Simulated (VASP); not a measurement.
# LuO3H3 in VASP: a series of runs

LuO3H3 is run at these levels: PBE; tasks: single point.

Everything below comes from runs of VASP 6.6.1. Logs are shortened: lines on timing, memory, paths and dates and some standing lists are left out, and cuts for length are marked.

**1. The cell of the first run**

The cell holds a molecule in a box, 7 atoms: a = 13.440 Å, b = 14.130 Å, c = 9.010 Å, α = 90.00°, β = 90.00°, γ = 90.00°.

**2. Single point, PBE**

Contents of INCAR:

```
PREC     = Accurate       # precision mode
ENCUT    = 520            # plane-wave cutoff, eV
EDIFF    = 1E-6           # SCF threshold, eV
ISMEAR   = 0              # smearing method
SIGMA    = 0.01           # smearing width, eV
LREAL    = False          # projectors in reciprocal space
LASPH    = True           # aspherical terms in the spheres
NELM     = 80             # most SCF steps
ALGO     = Normal         # electronic algorithm
ISIF     = 2              # what is computed and relaxed
LWAVE    = False          # write WAVECAR
LCHARG   = False          # write CHGCAR
GGA      = PE             # functional
NBANDS   = 32             # bands
```

Contents of KPOINTS:

```
Automatic mesh
0
Gamma
  1 1 1
```

Contents of POSCAR:

```
LuH3O3
1.0
   13.4400000000      0.0000000000      0.0000000000
    0.0000000000     14.1300000000      0.0000000000
    0.0000000000      0.0000000000      9.0100000000
Lu O H
1 3 3
Direct
    0.4449278300      0.4998676600      0.4994450600
    0.5939568500      0.4998683700      0.5000344100
    0.3704129500      0.6226277400      0.5000344100
    0.3704136900      0.3771075700      0.5000344100
    0.6651398800      0.4998683700      0.5005516100
    0.3348214300      0.6812639800      0.5005516100
    0.3348229200      0.3184713400      0.5005516100
```

Potentials or basis: VASP PAW PBE potentials, release 64 (Lu, O, H).

Launch:

```sh
$ cat potpaw_PBE.64/Lu/POTCAR potpaw_PBE.64/O/POTCAR potpaw_PBE.64/H/POTCAR > POTCAR
$ mpirun -np 1 vasp_gam > vasp.out
```

OUTCAR:

```text
PREC = Accurate
   ENCUT = 520
   EDIFF = 1E-6
   ISMEAR = 0
   LREAL = False
   LASPH = True
   NELM = 80
   ISIF = 2
   GGA = PE

 ion  position               nearest neighbor table
   1  0.445  0.500  0.499-   4 2.00   3 2.00   2 2.00
   2  0.594  0.500  0.500-   5 0.96   1 2.00
   3  0.370  0.623  0.500-   6 0.96   1 2.00
   4  0.370  0.377  0.500-   7 0.96   1 2.00
   5  0.665  0.500  0.501-   2 0.96
   6  0.335  0.681  0.501-   3 0.96
   7  0.335  0.318  0.501-   4 0.96

  LATTYP: Found a simple orthorhombic cell.
 ALAT       =     9.0100000000
 B/A-ratio  =     1.4916759156
 C/A-ratio  =     1.5682574917

  Lattice vectors:

 A1 = (   0.0000000000,   0.0000000000,   9.0100000000)
 A2 = (  13.4400000000,   0.0000000000,   0.0000000000)
 A3 = (   0.0000000000,  14.1300000000,   0.0000000000)

Analysis of symmetry for initial positions (statically):
=====================================================================
 Subroutine PRICEL returns:
 Original cell was already a primitive cell.

 Routine SETGRP: Setting up the symmetry group for a
 simple orthorhombic supercell.

 Subroutine GETGRP returns: Found  2 space group operations
 (whereof  1 operations were pure point group operations)
 out of a pool of  8 trial point group operations.

The static configuration has the point symmetry C_1 .
 The point group associated with its full space group is C_1h.

Analysis of symmetry for dynamics (positions and initial velocities):
=====================================================================
 Subroutine PRICEL returns:
 Original cell was already a primitive cell.

 Routine SETGRP: Setting up the symmetry group for a
 simple orthorhombic supercell.

 Subroutine GETGRP returns: Found  2 space group operations
 (whereof  1 operations were pure point group operations)
 out of a pool of  8 trial point group operations.

The dynamic configuration has the point symmetry C_1 .
 The point group associated with its full space group is C_1h.

 Subroutine INISYM returns: Found  2 space group operations
 (whereof  1 operations are pure point group operations),
 and found     1 'primitive' translations

----------------------------------------------------------------------------------------

[... 79 lines left out ...]
   LREAL  =      F    real-space projection
   EDIFFG = 0.1E-04   stopping-criterion for IOM
   NSW    =      0    number of steps for IOM
   IBRION =     -1    ionic relax: 0-MD 1-quasi-New 2-CG
   NFREE  =      0    steps in history (QN), initial steepest desc. (CG)
   ISIF   =      2    stress and relaxation
   ISYM   =      2    0-nonsym 1-usesym 2-fastsym
   POTIM  = 0.5000    time-step for ionic-motion
   TEBEG  =    0.0;   TEEND  =   0.0 temperature during run
   PSTRESS=    0.0 pullay stress
   NELECT =      46.0000    total number of electrons
   NUPDOWN=      -1.0000    fix difference up-down
   EMIN   =  10.00;   EMAX   =-10.00  energy-range for DOS
   EFERMI =   0.00;   METHOD = LEGACY
   ISMEAR =     0;   SIGMA  =   0.01  broadening in eV -4-tet -1-fermi 0-gaus
   EFERMI_NEDOS =   21; number of points for ismear=-14 and -15
   IALGO  =     38    algorithm
   IMIX   =      4    mixing-type and parameters
     AMIX     =   0.40;   BMIX     =  1.00
     AMIX_MAG =   1.60;   BMIX_MAG =  1.00
  volume/ion in A,a.u.               =     244.44      1649.55
  Fermi-wavevector in a.u.,A,eV,Ry     =   0.490424  0.926768  3.272420  0.240516
  Thomas-Fermi vector in A             =   1.493275
   LORBIT       =      0    0 simple, 1 ext, 2 COOP (PROOUT), +10 PAW based schemes
   GGA     = PE    functional components
   LHFCALC =     F    Hartree Fock is set to
   AEXX    =    0.0000 exact exchange contribution
   IVDW    =     0    specifies the selected vdW correction
   LEPSILON=     F    determine dielectric tensor
   LRPA    =     F    only Hartree local field effects (RPA)
 non-spin polarized calculation
 Gauss-broadening in eV      SIGMA  =   0.01
  energy-cutoff  :      520.00
  volume of cell :     1711.06
 maximum number of plane-waves:     23019
 NGX is ok and might be reduce to    98
   NGX = 49   NGY = 53   NGZ = 33

 number of electron      46.0000001 magnetization

 Free energy of the ion-electron system (eV)
  ---------------------------------------------------
  ext. energy  EPLUGINS =         0.00000000
  ---------------------------------------------------
  free energy    TOTEN  =       -39.50021459 eV

  energy without entropy =      -39.50021459  energy(sigma->0) =      -39.50021459

 E-fermi :  -5.8859     XC(G=0):  -0.9084

 val. band max:       -6.0180360796   @ k =   0.0000   0.0000   0.0000
 cond. band min:      -2.2608285806   @ k =   0.0000   0.0000   0.0000
 fundamental gap:      3.7572074990
 Fermi energy:        -5.8859398671

 k-point     1 :       0.0000    0.0000    0.0000
  band No.  band energies     occupation
      1     -59.7178      2.00000
      2     -30.7972      2.00000
      3     -30.6052      2.00000
      4     -30.6046      2.00000
      5     -22.9576      2.00000
      6     -22.5850      2.00000
[... 24 lines left out ...]
     31       0.6161      0.00000
     32       0.7958      0.00000

------------------------ aborting loop because EDIFF is reached ----------------------------------------

  FORCE on cell =-STRESS in cart. coord.  units (eV):
  Direction    XX          YY          ZZ          XY          YZ          ZX
  --------------------------------------------------------------------------------------
  -------------------------------------------------------------------------------------
  Total        0.2177126      0.2329101     -0.1048621      0.0000000      0.0000000      0.0000175
  in kB        0.2038581      0.2180885     -0.0981890      0.0000000      0.0000000      0.0000164
  external PRESSURE =       0.1079192 kB  Pullay stress =       0.0000000 kB

 VOLUME and BASIS-vectors are now :
 -----------------------------------------------------------------------------
  energy-cutoff  :      520.00
  volume of cell :     1711.06
      direct lattice vectors                 reciprocal lattice vectors
    13.440000000  0.000000000  0.000000000     0.074404762  0.000000000  0.000000000
     0.000000000 14.130000000  0.000000000     0.000000000  0.070771408  0.000000000
     0.000000000  0.000000000  9.010000000     0.000000000  0.000000000  0.110987791

 POSITION                                       TOTAL-FORCE (eV/Angst)
 -----------------------------------------------------------------------------------
      5.97983      7.06313      4.50000         0.010621      0.000000      0.000570
      7.98278      7.06314      4.50531        -0.331233      0.000000     -0.001777
      4.97835      8.79773      4.50531         0.158980     -0.280092     -0.001768
      4.97836      5.32853      4.50531         0.158980      0.280092     -0.001768
      8.93948      7.06314      4.50997         0.302148      0.000000      0.001585
      4.50000      9.62626      4.50997        -0.149748      0.261094      0.001579
      4.50002      4.50000      4.50997        -0.149748     -0.261094      0.001579
 -----------------------------------------------------------------------------------
    total drift:                                0.001990     -0.012308     -0.000207

  FREE ENERGIE OF THE ION-ELECTRON SYSTEM (eV)
  ---------------------------------------------------
  free  energy   TOTEN  =       -39.5002145858 eV

  energy  without entropy=      -39.5002145858  energy(sigma->0) =      -39.50021459
```

OSZICAR:

```text
N       E                     dE             d eps       ncg     rms          rms(c)
DAV:   1     0.385245877533E+03    0.38525E+03   -0.14796E+04    88   0.121E+03
DAV:   2     0.677529423193E+02   -0.31749E+03   -0.30916E+03    72   0.309E+02
DAV:   3    -0.373154996232E+02   -0.10507E+03   -0.10464E+03    80   0.127E+02
[... 20 lines left out ...]
DAV:  24    -0.395002096267E+02   -0.72220E-05   -0.26525E-07    64   0.762E-03    0.122E-03
DAV:  25    -0.395002118063E+02   -0.21796E-05   -0.11272E-07    72   0.388E-03    0.682E-04
DAV:  26    -0.395002130758E+02   -0.12695E-05   -0.60585E-08    64   0.350E-03    0.141E-04
DAV:  27    -0.395002141415E+02   -0.10657E-05   -0.38888E-08    72   0.110E-03    0.163E-04
DAV:  28    -0.395002145858E+02   -0.44437E-06   -0.83148E-09    64   0.154E-03
   1 F= -.39500215E+02 E0= -.39500215E+02  d E =-.932402E-78
```

stdout:

```text
POSCAR found type information on POSCAR LuO H
 POSCAR found :  3 types and       7 ions
 scaLAPACK will be used
 LDA part: xc-table for (Slater+PW92), standard interpolation
 POSCAR, INCAR and KPOINTS ok, starting setup
 FFT: planning ... GRIDC
 FFT: planning ... GRID_SOFT
 FFT: planning ... GRID
 WAVECAR not read
 entering main loop
```

Run time: 3.1 min. Hardware: 1 thread of Intel Xeon Platinum 8375C at 2.90GHz (Ice Lake), shared host; peak memory 1.3 GiB.

Results:

```
Free energy                     : -39.5002 eV
Largest force                   : 0.331 eV/Å
Gap between the frontier levels : 3.76 eV
```

Forces on the atoms (eV/Å):
```
Lu   0.011  0.000  0.001
O   -0.331  0.000 -0.002
O    0.159 -0.280 -0.002
O    0.159  0.280 -0.002
H    0.302  0.000  0.002
H   -0.150  0.261  0.002
H   -0.150 -0.261  0.002
```

Caveat: spin-orbit coupling is left out, which moves the levels of the heavy elements.

**3. Single point, PBE, non-collinear spin, zero start, spin-orbit coupling**

Contents of INCAR:

```
ALGO = Normal
EDIFF = 1E-6
ENCUT = 520
GGA = PE
GGA_COMPAT = False
ISIF = 2
ISMEAR = 0
LASPH = True
LCHARG = False
LNONCOLLINEAR = True
LORBIT = 11
LORBMOM = True
LREAL = False
LSORBIT = True
LWAVE = False
MAGMOM = 0 0 0 0 0 0 0 0 0 0 0 0 0 0 0 0 0 0 0 0 0
NBANDS = 63
NELM = 150
PREC = Accurate
SIGMA = 0.01
```

Contents of KPOINTS:

```
k-points
0
Gamma
  1 1 1
```

POSCAR is that of step 2.

Potentials or basis: VASP PAW PBE potentials, release 64 (Lu, O, H).

Launch:

```sh
$ cat potpaw_PBE.64/Lu/POTCAR potpaw_PBE.64/O/POTCAR potpaw_PBE.64/H/POTCAR > POTCAR
$ mpirun -np 1 vasp_ncl > vasp.out
```

It took 19 min on 1 thread of Intel Xeon Platinum 8375C at 2.90GHz (Ice Lake), shared host; peak memory 4.1 GiB.

Results (log left out):

- Free energy: -40.1938 eV
- Largest force: 0.348 eV/Å
- Net moment: 0.00 μB per cell
- Valence electrons inside the program's atomic spheres: Lu 23.49; O 5.13; H 0.77

Forces in eV/Å, atoms in the order of the input:
```
Lu   0.011  0.000  0.001
O   -0.348  0.000 -0.002
O    0.167 -0.294 -0.002
O    0.167  0.294 -0.002
H    0.305  0.000  0.002
H   -0.151  0.264  0.002
H   -0.151 -0.264  0.002
```

Moments on the atoms (μB; x, y, z):
```
Lu  0.00 0.00 0.00
O   0.00 0.00 0.00
O   0.00 0.00 0.00
O   0.00 0.00 0.00
H   0.00 0.00 0.00
H   0.00 0.00 0.00
H   0.00 0.00 0.00
```
